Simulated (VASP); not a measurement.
Write the native input for VASP 6.6.1 that does the following.

```yaml
Task: single point
Functional: PBE
Potentials_or_basis: VASP PAW PBE potentials, release 64 (Li_sv, Cl)
Cutoff: 520 eV
k_mesh: 6 × 6 × 8
Occupations: gaussian, width 0.01 eV
Spin: no spin polarisation
Dipole_correction: no
Further_INCAR_settings: ALGO = Normal; EDIFF = 1e-06; NBANDS = 28
```

The structure of Li5Cl3 lies in POSCAR:

```
Li5Cl3
1.0
    8.0899235779      0.0000000000      0.0000000000
   -4.0449617890      7.0060793331      0.0000000000
    0.0000000000      0.0000000000      4.5359777320
Li Cl
5 3
Direct
    0.5000000000      0.0000000000      0.0000000000
    0.0000000000      0.5000000000      0.0000000000
    0.5000000000      0.5000000000      0.0000000000
    0.0000000000      0.0000000000      0.2512103636
    0.0000000000      0.0000000000      0.7487896364
    0.5000000000      0.0000000000      0.5000000000
    0.0000000000      0.5000000000      0.5000000000
    0.5000000000      0.5000000000      0.5000000000
```

The input as run:

INCAR

```
SYSTEM = Li5Cl3
  ALGO = Normal
  EDIFF = 1E-6
  ENCUT = 520
  GGA = PE
  ISIF = 2
  ISMEAR = 0
  LASPH = .TRUE.
  LCHARG = .FALSE.
  LREAL = .FALSE.
  LWAVE = .FALSE.
  NBANDS = 28
  NELM = 60
  PREC = Accurate
  SIGMA = 0.01
```

KPOINTS

```
k-points
0
G
  6 6 8
  0 0 0
```

Potentials or basis: VASP PAW PBE potentials, release 64 (Li_sv, Cl).

Launch:

```console
$ cat potpaw_PBE.64/Li_sv/POTCAR potpaw_PBE.64/Cl/POTCAR > POTCAR
$ mpirun -np 1 vasp_std > vasp.out
```

It gave:

* Largest force: 0.009 eV/Å
* Band gap on the k mesh: 0.15 eV, direct

Run time: 3.3 min on 1 thread of Intel(R) Xeon(R) Platinum 8259CL CPU @ 2.50GHz (Skylake/Cascade Lake), with other jobs on the host, peak memory 0.44 GiB.
